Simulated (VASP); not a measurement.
# PbS (Galena) (Fm-3m) in VASP: further runs

PbS (Galena) is run at these levels: PBEsol, PBEsol+D3(BJ); tasks: single point, relaxation of cell and atoms.

Everything below comes from runs of VASP 6.6.1. Logs are shortened: lines on timing, memory, paths and dates and some standing lists are left out, and cuts for length are marked.

### 1 The cell of the first run

The structure is cubic, space group Fm-3m (No. 225). The conventional cell has a = 5.902 Å, b = 5.902 Å, c = 5.902 Å, α = 90.00°, β = 90.00°, γ = 90.00°. Within 3.9 Å of Pb (site symmetry m-3m) lie 6 S at 2.95 Å. Within 3.9 Å of S (site symmetry m-3m) lie 6 Pb at 2.95 Å.

### 2 Single point, PBEsol

Input file INCAR:

```
ALGO = Normal
EDIFF = 1E-6
ENCUT = 520
GGA = PS
ISIF = 2
ISMEAR = -1
LASPH = T
LCHARG = T
LELF = T
LREAL = F
LVHAR = T
LWAVE = F
NBANDS = 17
NELM = 80
PREC = Accurate
SIGMA = 0.05
```

Input file KPOINTS:

```
k-points
0
Gamma
  8 8 8
```

Input file POSCAR:

```
PbS
1.0
    0.0000000000      2.9511768100      2.9511768100
    2.9511768100      0.0000000000      2.9511768100
    2.9511768100      2.9511768100      0.0000000000
Pb S
1 1
Direct
    0.0000000000      0.0000000000      0.0000000000
    0.5000000000      0.5000000000      0.5000000000
```

Potentials or basis: VASP PAW PBE potentials, release 64 (Pb_d, S).

The run is started by

```console
$ cat potpaw_PBE.64/Pb_d/POTCAR potpaw_PBE.64/S/POTCAR > POTCAR
$ mpirun -np 1 vasp_std > vasp.out
```

OUTCAR:

```text
EDIFF = 1E-6
   ENCUT = 520
   GGA = PS
   ISIF = 2
   ISMEAR = -1
   LASPH = T
   LREAL = F
   NELM = 80
   PREC = Accurate

 ion  position               nearest neighbor table
   1  0.000  0.000  0.000-   2 2.95   2 2.95   2 2.95   2 2.95   2 2.95   2 2.95
   2  0.500  0.500  0.500-   1 2.95   1 2.95   1 2.95   1 2.95   1 2.95   1 2.95

  LATTYP: Found a face centered cubic cell.
 ALAT       =     5.9023536200

  Lattice vectors:

 A1 = (   0.0000000000,   2.9511768100,   2.9511768100)
 A2 = (   2.9511768100,   0.0000000000,   2.9511768100)
 A3 = (   2.9511768100,   2.9511768100,   0.0000000000)

Analysis of symmetry for initial positions (statically):
=====================================================================
 Subroutine PRICEL returns:
 Original cell was already a primitive cell.

 Routine SETGRP: Setting up the symmetry group for a
 face centered cubic supercell.

 Subroutine GETGRP returns: Found 48 space group operations
[... 9 lines left out ...]

 Routine SETGRP: Setting up the symmetry group for a
 face centered cubic supercell.

 Subroutine GETGRP returns: Found 48 space group operations
[... 11 lines left out ...]
                                     Primitive cell

  volume of cell :      51.4062

  direct lattice vectors                    reciprocal lattice vectors
     0.000000000  2.951176810  2.951176810    -0.169423939  0.169423939  0.169423939
     2.951176810  0.000000000  2.951176810     0.169423939 -0.169423939  0.169423939
     2.951176810  2.951176810  0.000000000     0.169423939  0.169423939 -0.169423939

  length of vectors
     4.173594270  4.173594270  4.173594270     0.293450870  0.293450870  0.293450870

  position of ions in fractional coordinates (direct lattice)
     0.000000000  0.000000000  0.000000000
     0.500000000  0.500000000  0.500000000

  ion indices of the primitive-cell ions
   primitive index   ion index
                 1           1
                 2           2

----------------------------------------------------------------------------------------

 KPOINTS: k-points

Automatic generation of k-mesh.
 Grid dimensions read from file:
 generate k-points for:    8    8    8

 Generating k-lattice:

  Cartesian coordinates                     Fractional coordinates (reciprocal lattice)
    -0.021177992  0.021177992  0.021177992     0.125000000  0.000000000  0.000000000
     0.021177992 -0.021177992  0.021177992     0.000000000  0.125000000  0.000000000
     0.021177992  0.021177992 -0.021177992     0.000000000  0.000000000  0.125000000

  Length of vectors
     0.036681359  0.036681359  0.036681359

  Shift w.r.t. Gamma in fractional coordinates (k-lattice)
     0.000000000  0.000000000  0.000000000

 Subroutine IBZKPT returns following result:
 ===========================================

 Found     29 irreducible k-points:

 Following reciprocal coordinates:
            Coordinates               Weight
  0.000000  0.000000  0.000000      1.000000
  0.125000  0.000000  0.000000      8.000000
  0.250000  0.000000  0.000000      8.000000
  0.375000  0.000000  0.000000      8.000000
  0.500000  0.000000  0.000000      4.000000
  0.125000  0.125000  0.000000      6.000000
[... 16 lines left out ...]
  0.500000  0.250000  0.125000     48.000000
 -0.375000  0.250000  0.125000     24.000000
 [... further k-points ...]
   k-points           NKPTS =     29   k-points in BZ     NKDIM =     29   number of bands    NBANDS=     17
   number of dos      NEDOS =    301   number of ions     NIONS =      2
   total plane-waves  NPLWV =  32768
   dimension x,y,z NGX =    32 NGY =   32 NGZ =   32
   dimension x,y,z NGXF=    64 NGYF=   64 NGZF=   64
   ions per type =               1   1
   NGX,Y,Z   is equivalent  to a cutoff of  12.75, 12.75, 12.75 a.u.
   NGXF,Y,Z  is equivalent  to a cutoff of  25.49, 25.49, 25.49 a.u.
 SYSTEM =  unknown system
   PREC   = accura    normal or accurate (medium, high low for compatibility)
   ISTART =      0    job   : 0-new  1-cont  2-samecut
   ICHARG =      2    charge: 1-file 2-atom 10-const
   ISPIN  =      1    spin polarized calculation?
   LNONCOLLINEAR =      F non collinear calculations
   LSORBIT =      F    spin-orbit coupling
   LASPH  =      T    aspherical Exc in radial PAW
   ENCUT  =  520.0 eV  38.22 Ry    6.18 a.u.   7.76  7.76  7.76*2*pi/ulx,y,z
   NELM   =     80;   NELMIN=  2; NELMDL= -5     # of ELM steps
   EDIFF  = 0.1E-05   stopping-criterion for ELM
   LREAL  =      F    real-space projection
   EDIFFG = 0.1E-04   stopping-criterion for IOM
   NSW    =      0    number of steps for IOM
   IBRION =     -1    ionic relax: 0-MD 1-quasi-New 2-CG
   NFREE  =      0    steps in history (QN), initial steepest desc. (CG)
   ISIF   =      2    stress and relaxation
   ISYM   =      2    0-nonsym 1-usesym 2-fastsym
   POTIM  = 0.5000    time-step for ionic-motion
   TEBEG  =    0.0;   TEEND  =   0.0 temperature during run
   PSTRESS=    0.0 pullay stress
   NELECT =      20.0000    total number of electrons
   NUPDOWN=      -1.0000    fix difference up-down
   EMIN   =  10.00;   EMAX   =-10.00  energy-range for DOS
   EFERMI =   0.00;   METHOD = LEGACY
   ISMEAR =    -1;   SIGMA  =   0.05  broadening in eV -4-tet -1-fermi 0-gaus
   EFERMI_NEDOS =   21; number of points for ismear=-14 and -15
   IALGO  =     38    algorithm
   IMIX   =      4    mixing-type and parameters
     AMIX     =   0.40;   BMIX     =  1.00
     AMIX_MAG =   1.60;   BMIX_MAG =  1.00
  volume/ion in A,a.u.               =      25.70       173.45
  Fermi-wavevector in a.u.,A,eV,Ry     =   1.195124  2.258457 19.433489  1.428321
  Thomas-Fermi vector in A             =   2.331097
   LORBIT       =      0    0 simple, 1 ext, 2 COOP (PROOUT), +10 PAW based schemes
   GGA     = PS    functional components
   LHFCALC =     F    Hartree Fock is set to
   AEXX    =    0.0000 exact exchange contribution
   IVDW    =     0    specifies the selected vdW correction
   LEPSILON=     F    determine dielectric tensor
   LRPA    =     F    only Hartree local field effects (RPA)
 non-spin polarized calculation
  energy-cutoff  :      520.00
  volume of cell :       51.41
 maximum number of plane-waves:      1411
   NGX = 15   NGY = 15   NGZ = 15

 number of electron      19.9999997 magnetization

 Free energy of the ion-electron system (eV)
  ---------------------------------------------------
  ext. energy  EPLUGINS =         0.00000000
  ---------------------------------------------------
  free energy    TOTEN  =        -9.45767323 eV

  energy without entropy =       -9.45709869  energy(sigma->0) =       -9.45738596

 E-fermi :   6.0001     XC(G=0):  -9.9569

 val. band max:        5.9005906481   @ k =   0.5000   0.0000   0.0000
 cond. band min:       6.0995072922   @ k =   0.5000   0.0000   0.0000
 fundamental gap:      0.1989166441
 Fermi energy:         6.0000509642

 k-point     1 :       0.0000    0.0000    0.0000
  band No.  band energies     occupation
      1     -10.8845      2.00000
      2     -10.8845      2.00000
      3     -10.8845      2.00000
      4     -10.8717      2.00000
      5     -10.8717      2.00000
      6      -7.8558      2.00000
[... 9 lines left out ...]
     16      12.4904      0.00000
     17      14.2843      0.00000

 k-point     2 :       0.1250    0.0000    0.0000
  band No.  band energies     occupation
      1     -10.8838      2.00000
      2     -10.8823      2.00000
      3     -10.8823      2.00000
      4     -10.8716      2.00000
      5     -10.8716      2.00000
      6      -7.7176      2.00000
[... 9 lines left out ...]
     16      12.8722      0.00000
     17      15.5509      0.00000

 k-point     3 :       0.2500    0.0000    0.0000
  band No.  band energies     occupation
      1     -10.8914      2.00000
      2     -10.8914      2.00000
      3     -10.8826      2.00000
      4     -10.8567      2.00000
      5     -10.8567      2.00000
      6      -7.3321      2.00000
[... 9 lines left out ...]
     16      13.7352      0.00000
     17      17.6617      0.00000

 k-point     4 :       0.3750    0.0000    0.0000
  band No.  band energies     occupation
      1     -10.9028      2.00000
      2     -10.9028      2.00000
      3     -10.8820      2.00000
      4     -10.8395      2.00000
      5     -10.8395      2.00000
      6      -6.8263      2.00000
[... 9 lines left out ...]
     16      14.9813      0.00000
     17      17.6304      0.00000

 k-point     5 :       0.5000    0.0000    0.0000
  band No.  band energies     occupation
      1     -10.9076      2.00000
      2     -10.9076      2.00000
      3     -10.8819      2.00000
      4     -10.8323      2.00000
      5     -10.8323      2.00000
      6      -6.5495      2.00000
[... 9 lines left out ...]
     16      15.9501      0.00000
     17      16.3812      0.00000

 k-point     6 :       0.1250    0.1250    0.0000
  band No.  band energies     occupation
      1     -10.8886      2.00000
      2     -10.8854      2.00000
      3     -10.8752      2.00000
      4     -10.8752      2.00000
      5     -10.8675      2.00000
      6      -7.6688      2.00000
[... 9 lines left out ...]
     16      13.6817      0.00000
     17      15.1483      0.00000
[... 281 lines left out ...]
 k-point    21 :       0.5000    0.5000    0.0000
  band No.  band energies     occupation
      1     -11.0439      2.00000
      2     -10.9126      2.00000
      3     -10.8436      2.00000
      4     -10.8181      2.00000
      5     -10.8181      2.00000
      6      -6.0824      2.00000
[... 9 lines left out ...]
     16      18.1428      0.00000
     17      18.1446      0.00000

 k-point    22 :       0.3750    0.2500    0.1250
  band No.  band energies     occupation
      1     -10.9255      2.00000
      2     -10.8887      2.00000
      3     -10.8773      2.00000
      4     -10.8529      2.00000
      5     -10.8445      2.00000
      6      -6.9936      2.00000
[... 9 lines left out ...]
     16      15.6770      0.00000
     17      16.0411      0.00000

 k-point    23 :       0.5000    0.2500    0.1250
  band No.  band energies     occupation
      1     -10.9426      2.00000
      2     -10.8858      2.00000
      3     -10.8780      2.00000
      4     -10.8481      2.00000
      5     -10.8359      2.00000
      6      -6.5389      2.00000
[... 9 lines left out ...]
     16      16.1027      0.00000
     17      17.1249      0.00000

 k-point    24 :      -0.3750    0.2500    0.1250
  band No.  band energies     occupation
      1     -10.9488      2.00000
      2     -10.8895      2.00000
      3     -10.8685      2.00000
      4     -10.8534      2.00000
      5     -10.8305      2.00000
      6      -6.3058      2.00000
[... 9 lines left out ...]
     16      16.7560      0.00000
     17      16.9741      0.00000

 [... further k-points ...]

------------------------ aborting loop because EDIFF is reached ----------------------------------------

  FORCE on cell =-STRESS in cart. coord.  units (eV):
  Direction    XX          YY          ZZ          XY          YZ          ZX
  --------------------------------------------------------------------------------------
  -------------------------------------------------------------------------------------
  Total       -0.0197456     -0.0197456     -0.0197456      0.0000000      0.0000000     -0.0000000
  in kB       -0.6154115     -0.6154115     -0.6154115      0.0000000      0.0000000     -0.0000000
  external PRESSURE =      -0.6154115 kB  Pullay stress =       0.0000000 kB

 VOLUME and BASIS-vectors are now :
 -----------------------------------------------------------------------------
  energy-cutoff  :      520.00
  volume of cell :       51.41
      direct lattice vectors                 reciprocal lattice vectors
     0.000000000  2.951176810  2.951176810    -0.169423939  0.169423939  0.169423939
     2.951176810  0.000000000  2.951176810     0.169423939 -0.169423939  0.169423939
     2.951176810  2.951176810  0.000000000     0.169423939  0.169423939 -0.169423939

 POSITION                                       TOTAL-FORCE (eV/Angst)
 -----------------------------------------------------------------------------------
      0.00000      0.00000      0.00000         0.000000     -0.000000     -0.000000
      2.95118      2.95118      2.95118         0.000000      0.000000      0.000000
 -----------------------------------------------------------------------------------
    total drift:                                0.000000     -0.000000     -0.000000

  FREE ENERGIE OF THE ION-ELECTRON SYSTEM (eV)
  ---------------------------------------------------
  free  energy   TOTEN  =        -9.4576732321 eV

  energy  without entropy=       -9.4570986938  energy(sigma->0) =       -9.45738596
```

It took 18 s on 1 thread of Intel Xeon Platinum 8488C (Sapphire Rapids), shared host; peak memory 0.18 GiB.

What came out:

```yaml
Free_energy: -9.4577 eV
Pressure: -0.1 GPa
Band_gap_on_the_k_mesh: 0.20 eV, direct
```

Levels at points of the mesh, in eV from the valence-band top:
| k point | band 6 | band 7 | band 8 | band 9 | band 10 | band 11 | band 12 | band 13 | band 14 | band 15 |
| --- | --- | --- | --- | --- | --- | --- | --- | --- | --- | --- |
| (0.00, 0.00, 0.00) | -13.76 | -6.05 | -2.26 | -2.26 | -2.26 | 5.19 | 5.19 | 5.19 | 6.59 | 6.59 |
| (0.50, 0.00, 0.00) | -12.45 | -9.00 | -1.85 | -1.85 | 0.00 | 0.20 | 1.84 | 1.84 | 8.49 | 10.05 |
| (0.50, 0.50, 0.00) | -11.98 | -7.28 | -5.40 | -3.58 | -3.58 | 3.64 | 5.56 | 5.68 | 5.68 | 11.17 |

Caveat: the PAW data sets were made with another functional, which shifts forces and pressure a little; spin-orbit coupling is left out, which moves the levels of the heavy elements. A k mesh can miss the band edges.

(Part 1 of 3 ends here.)
